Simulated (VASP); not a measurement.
Runs of VASP 6.6.1 on Ni. The structure is that of space group P6_3/mmc (No. 194), or close to it. The cells are those of the table. This isn't the form of Ni at room conditions, which is fcc.

```tsv
cell	gap on the mesh (eV)	pressure (GPa)	moment (μB)
a = 2.427, b = 2.427, c = 4.039 Å, angles 90.0, 90.0, 120.0°, 2 atoms	none	2.8	1.21
a = 2.448, b = 2.448, c = 4.073 Å, angles 90.0, 90.0, 120.0°, 2 atoms	none	-3.0	1.22
a = 2.385, b = 2.385, c = 3.968 Å, angles 90.0, 90.0, 120.0°, 2 atoms	none	16.8	1.19
a = 2.527, b = 2.527, c = 4.204 Å, angles 90.0, 90.0, 120.0°, 2 atoms	none	(b)	1.27
a = 2.407, b = 2.407, c = 4.004 Å, angles 90.0, 90.0, 120.0°, 2 atoms	none	9.2	(c)
a = 2.468, b = 2.468, c = 4.106 Å, angles 90.0, 90.0, 120.0°, 2 atoms	none	(a)	1.24
a = 2.488, b = 2.488, c = 4.140 Å, angles 90.0, 90.0, 120.0°, 2 atoms	none	(d)	1.25
a = 2.364, b = 2.364, c = 3.932 Å, angles 90.0, 90.0, 120.0°, 2 atoms	none	25.8	1.17
```

Alike in all rows: task single point; level PBEsol; potentials or basis VASP PAW PBE potentials, release 64 (Ni); spin collinear, ferromagnetic start; k mesh 13 × 13 × 7; cutoff (eV) 520; smearing fermi-dirac 0.1 eV.

Estimate the missing entries.

(a) -7.8; (b) -18.6; (c) 1.20; (d) -11.9.

Caveats: the PAW data sets were made with another functional, which shifts forces and pressure a little; the cell stands under tension (at least some runs); the cell stands under pressure (at least some runs); the stress differs along the axes, from 22 to 28 GPa (at least some runs).

A gap of «none» marks levels without a gap at the run's occupations.
